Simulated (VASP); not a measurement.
Here is a VASP 6.6.1 calculation.

File INCAR:

```
PREC = Accurate
ENCUT = 600
EDIFF = 1E-6
ISMEAR = 0
SIGMA = 0.1
LREAL = F
LASPH = T
NELM = 120
ALGO = Normal
ISIF = 2
LWAVE = F
LCHARG = F
GGA = PS
NBANDS = 21
GGA_COMPAT = F
```

KPOINTS

```
regular mesh
0
Gamma
  14 14 14
```

The input POSCAR:

```
Cr
1.0
    2.9268602757      0.0000000000      0.0000000000
    0.0000000000      2.9268602757      0.0000000000
    0.0000000000      0.0000000000      2.7569456157
Cr
2
Direct
    0.0000000000      0.0000000000      0.0000000000
    0.5000000000      0.5000000000      0.5000000000
```

Potentials or basis: VASP PAW PBE potentials, release 64 (Cr_sv).

Run with:

```sh
$ cat potpaw_PBE.64/Cr_sv/POTCAR > POTCAR
$ mpirun -np 1 vasp_std > vasp.out
```

What does it give for the band gap on the k mesh?

Zero (band 14 reaches 14.58 eV, above the bottom of band 15 at 12.90 eV).

Estimate the pressure.

-16.6 GPa.

Stress tensor (GPa, compression positive):
```
-23.51   0.00   0.00
  0.00 -23.51   0.00
  0.00   0.00  -2.77
```

Caveat: the cell differs from its parent crystal (biaxial strain in the a-b plane: +4.0 %, then relaxed in part); the PAW data sets were made with another functional, which shifts forces and pressure a little; the run has no spin polarisation, though such a crystal can be magnetic. Spin polarisation is off, so any magnetic state and its effect on volume and gap are missing.
